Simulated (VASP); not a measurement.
# Ge (Cmcm) in VASP: notebook, part 2 of 2

VASP 6.6.1. Earlier steps stand in the parts before.

## (4) Relaxation of cell and atoms, PBEsol, target pressure 20 GPa, at which the enthalpy is minimised

The input, INCAR:

```
SYSTEM = Ge
PREC = Accurate ; ENCUT = 600
EDIFF = 1E-6 ; ISMEAR = -1
SIGMA = 0.1 ; LREAL = .False.
LASPH = .True. ; NELM = 80
ALGO = Normal ; ISIF = 3
LWAVE = .False. ; LCHARG = .False.
GGA = PS ; IBRION = 2
NSW = 80 ; EDIFFG = -0.01
PSTRESS = 200.0
```

The input, KPOINTS:

```
regular mesh
0
Gamma
  12 12 7
  0 0 0
```

The input, POSCAR:

```
Ge
1.0
    2.9911060000      0.0000000000      0.0000000000
   -1.5105156329      2.5816772893      0.0000000000
    0.0000000000      0.0000000000      4.7275960000
Ge
2
Direct
    0.6665500000      0.3334500000      0.2500000000
    0.3334500000      0.6665500000      0.7500000000
```

Potentials or basis: VASP PAW PBE potentials, release 64 (Ge_d).

Launch:

```sh
$ cat potpaw_PBE.64/Ge_d/POTCAR > POTCAR
$ mpirun -np 1 vasp_std > vasp.out
```

OUTCAR:

```text
SYSTEM = Ge
   PREC = Accurate
   ENCUT = 600
   EDIFF = 1E-6
   ISMEAR = -1
   LREAL = .False.
   LASPH = .True.
   NELM = 80
   ISIF = 3
   GGA = PS
   IBRION = 2
   NSW = 80
   EDIFFG = -0.01
   PSTRESS = 200.0

 ion  position               nearest neighbor table
   1  0.667  0.333  0.250-
   2  0.333  0.667  0.750-

  LATTYP: Found a base centered orthorhombic cell.
 ALAT       =     2.9761057544
 B/A-ratio  =     1.7436809982
 C/A-ratio  =     1.5885174756

  Lattice vectors:

 A1 = (   2.9911060000,   0.0000000000,   0.0000000000)
 A2 = (  -1.5105156329,   2.5816772893,   0.0000000000)
 A3 = (   0.0000000000,   0.0000000000,   4.7275960000)

Analysis of symmetry for initial positions (statically):
=====================================================================
 Subroutine PRICEL returns:
 Original cell was already a primitive cell.

 Routine SETGRP: Setting up the symmetry group for a
 base centered orthorhombic supercell.

 Subroutine GETGRP returns: Found  8 space group operations
 (whereof  4 operations were pure point group operations)
 out of a pool of  8 trial point group operations.

The static configuration has the point symmetry C_2h.
 The point group associated with its full space group is D_2h.

Analysis of symmetry for dynamics (positions and initial velocities):
=====================================================================
 Subroutine PRICEL returns:
 Original cell was already a primitive cell.

 Routine SETGRP: Setting up the symmetry group for a
 base centered orthorhombic supercell.

 Subroutine GETGRP returns: Found  8 space group operations
 (whereof  4 operations were pure point group operations)
 out of a pool of  8 trial point group operations.

The dynamic configuration has the point symmetry C_2h.
 The point group associated with its full space group is D_2h.

 Subroutine INISYM returns: Found  8 space group operations
 (whereof  4 operations are pure point group operations),
 and found     1 'primitive' translations
[... 122 lines left out ...]
   AEXX    =    0.0000 exact exchange contribution
   IVDW    =     0    specifies the selected vdW correction
   LEPSILON=     F    determine dielectric tensor
   LRPA    =     F    only Hartree local field effects (RPA)
 conjugate gradient relaxation of ions
 non-spin polarized calculation
  energy-cutoff  :      600.00
  volume of cell :       36.51
 maximum number of plane-waves:      1241
   NGX = 11   NGY = 11   NGZ = 19

--------------------------------------- Ionic step        1  -------------------------------------------

 number of electron      27.9999997 magnetization

 Free energy of the ion-electron system (eV)
  ---------------------------------------------------
  ext. energy  EPLUGINS =         0.00000000
  ---------------------------------------------------
  free energy    TOTEN  =        -9.33689200 eV

  energy without entropy =       -9.30677465  energy(sigma->0) =       -9.32183332

------------------------ aborting loop because EDIFF is reached ----------------------------------------

  FORCE on cell =-STRESS in cart. coord.  units (eV):
  Direction    XX          YY          ZZ          XY          YZ          ZX
  --------------------------------------------------------------------------------------
  -------------------------------------------------------------------------------------
  Total        0.1672348      0.1610879     -0.2084082     -0.0052530      0.0000000      0.0000000
  in kB        7.3394433      7.0696721     -9.1464237     -0.2305379      0.0000000      0.0000000
  external PRESSURE =    -198.2457694 kB  Pullay stress =     200.0000000 kB
[... 97 lines left out ...]
  energy  without entropy=       -9.0194906657  energy(sigma->0) =       -9.03040626

  enthalpy is  TOTEN    =        -5.1970629438 eV   P V=        3.8442589023

 E-fermi :  10.3104     XC(G=0): -12.9901

 val. band max:       10.3077275356   @ k =  -0.3333   0.0833   0.2857
 cond. band min:      10.3168083668   @ k =   0.2500   0.0833   0.2857
 fundamental gap:      0.0090808313
 Fermi energy:        10.3103785867

 k-point     1 :       0.0000    0.0000    0.0000
  band No.  band energies     occupation
      1     -14.6742      2.00000
      2     -14.6152      2.00000
      3     -14.6130      2.00000
      4     -14.6070      2.00000
      5     -14.5917      2.00000
      6     -14.5848      2.00000
[... 493 lines left out ...]
     17      15.3855      0.00000
     18      16.4208      0.00000

 [... further k-points ...]

[... ionic steps 4 to 8 ...]

--------------------------------------- Ionic step        9  -------------------------------------------

 number of electron      27.9999993 magnetization

------------------------ aborting loop because EDIFF is reached ----------------------------------------
[... 71 lines left out ...]
--------------------------------------- Ionic step       11  -------------------------------------------

 number of electron      27.9999993 magnetization

 Free energy of the ion-electron system (eV)
  ---------------------------------------------------
  ext. energy  EPLUGINS =         0.00000000
  ---------------------------------------------------
  free energy    TOTEN  =        -9.01601012 eV

  energy without entropy =       -8.99471760  energy(sigma->0) =       -9.00536386

 E-fermi :   9.2077     XC(G=0): -12.5384

 val. band max:        9.2043160477   @ k =   0.3333   0.3333   0.1429
 cond. band min:       9.2098776538   @ k =   0.5000   0.1667   0.4286
 fundamental gap:      0.0055616062
 Fermi energy:         9.2076502325

 k-point     1 :       0.0000    0.0000    0.0000
  band No.  band energies     occupation
      1     -15.6671      2.00000
      2     -15.6314      2.00000
      3     -15.6293      2.00000
      4     -15.6255      2.00000
      5     -15.6121      2.00000
      6     -15.6091      2.00000
[... 528 lines left out ...]
  energy  without entropy=       -8.9947176029  energy(sigma->0) =       -9.00536386

  enthalpy is  TOTEN    =        -5.1983214802 eV   P V=        3.8176886425

 reached required accuracy - stopping structural energy minimisation
```

It took 3.6 min on 1 thread of Intel Xeon 6975P-C (Granite Rapids), shared host; peak memory 0.25 GiB.

What came out:

```
Free energy                                            : -9.0160 eV
Relaxed volume                                         : 15.29 Å³/atom
Relaxed cell                                           : a = 2.815 Å, b = 2.815 Å, c = 4.466 Å, α = 90.00°, β = 90.00°, γ = 120.19°
Space group after relaxing (to 0.05 Å)                 : P6_3/mmc (No. 194)
Energy change on relaxing (the enthalpy is what falls) : +160.4 meV/atom
Ionic steps                                            : 11
Pressure after relaxing                                : 20.0 GPa
Largest force after relaxing                           : 0.004 eV/Å
Band gap on the k mesh                                 : zero (band 14 reaches 17.09 eV, above the bottom of band 15 at 5.47 eV)
```

Forces on the atoms (eV/Å):
```
Ge  -0.003  0.002  0.000
Ge   0.003 -0.002  0.000
```

The path:
```
step  energy change (eV)  largest force (eV/Å)  pressure (GPa)  volume (Å³)
   1              0.0000                0.0045            0.18        36.51
   2              1.4000                0.0202           57.10        25.83
   3              0.2956                0.0105           19.58        30.80
   4              0.3085                0.0106           19.56        30.69
   5              0.7281                0.0149           34.91        28.19
   6              0.3221                0.0108           20.29        30.58
   7              0.3077                0.0071           19.46        30.69
   8              0.3096                0.0080           19.59        30.68
   9              0.3225                0.0040           20.06        30.57
  10              0.3202                0.0052           19.90        30.59
  11              0.3209                0.0040           20.01        30.58
```

Final structure:
```xyz
2
Lattice="2.8147 0.0036 0.0000 -1.4183 2.4312 0.0000 0.0000 0.0000 4.4659" Properties=species:S:1:pos:R:3 pbc="T T T"
Ge    1.4023    0.8136    1.1165
Ge   -0.0060    1.6212    3.3495
```

Caveat: the cell is relaxed towards a set pressure, so the enthalpy falls and the energy may rise; the volume moved by over 15 % at a fixed basis, so the end points are rough; the PAW data sets were made with another functional, which shifts forces and pressure a little.

## (5) Overview

```csv
cell,gap on the mesh (eV),pressure (GPa),largest force (eV/Å)
relaxed to 5 GPa,none,5.0,0.01
relaxed to 10 GPa,none,10.0,0.01
relaxed to 20 GPa,none,20.0,-
```

Alike in all rows: task relaxation of cell and atoms; level PBEsol; potentials or basis VASP PAW PBE potentials, release 64 (Ge_d); no spin polarisation; k mesh 12 × 12 × 7; cutoff (eV) 600; smearing fermi-dirac 0.1 eV.

Caveats: the cell is relaxed towards a set pressure, so the enthalpy falls and the energy may rise; the PAW data sets were made with another functional, which shifts forces and pressure a little; the volume moved by over 15 % at a fixed basis, so the end points are rough (some runs).

Absolute energies hang on the potentials; compare differences alone.
